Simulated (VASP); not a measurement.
Set up this calculation in VASP 6.6.1, as the native input.

* Task: single point
* Functional: PBE
* Potentials or basis: VASP PAW PBE potentials, release 64 (Ga_d, As)
* Cutoff: 520 eV
* k mesh: 9 × 9 × 8
* Occupations: fermi-dirac, width 0.05 eV
* Spin: no spin polarisation
* Dipole correction: no
* Further INCAR settings: ALGO = Normal; EDIFF = 1e-06; NBANDS = 16

The structure of GaAs lies in POSCAR:

```
GaAs
1.0
    3.8205703793     -0.0000000031      0.0000000000
   -1.9102851870      3.3087110069      0.0000000000
    0.0000000000      0.0000000000      3.2571579261
Ga As
1 1
Direct
    0.3333333333      0.6666666667      0.5000000000
    0.0000000000      0.0000000000      0.0000000000
```

These files were run (other wordings do the same):

INCAR

```
SYSTEM = GaAs
PREC     = Accurate       ! precision mode
ENCUT    = 520            ! plane-wave cutoff, eV
EDIFF    = 1E-6           ! SCF threshold, eV
ISMEAR   = -1             ! smearing method
SIGMA    = 0.05           ! smearing width, eV
LREAL    = .FALSE.        ! projectors in reciprocal space
LASPH    = .TRUE.         ! aspherical terms in the spheres
NELM     = 100            ! most SCF steps
ALGO     = Normal         ! electronic algorithm
ISIF     = 2              ! what is computed and relaxed
LWAVE    = .FALSE.        ! write WAVECAR
LCHARG   = .FALSE.        ! write CHGCAR
GGA      = PE             ! functional
NBANDS   = 16             ! bands
```

KPOINTS

```
regular mesh
0
G
  9 9 8
  0 0 0
```

Potentials or basis: VASP PAW PBE potentials, release 64 (Ga_d, As).

Launch:

```sh
$ cat potpaw_PBE.64/Ga_d/POTCAR potpaw_PBE.64/As/POTCAR > POTCAR
$ mpirun -np 1 vasp_std > vasp.out
```

It gave:

```yaml
Pressure: 0.2 GPa
Band_gap_on_the_k_mesh: zero (band 9 reaches 7.09 eV, above the bottom of band 10 at 3.02 eV)
```

It took 14 s on 1 thread of Intel(R) Xeon(R) 6975P-C (Granite Rapids), on a shared host, peak memory 0.17 GiB.
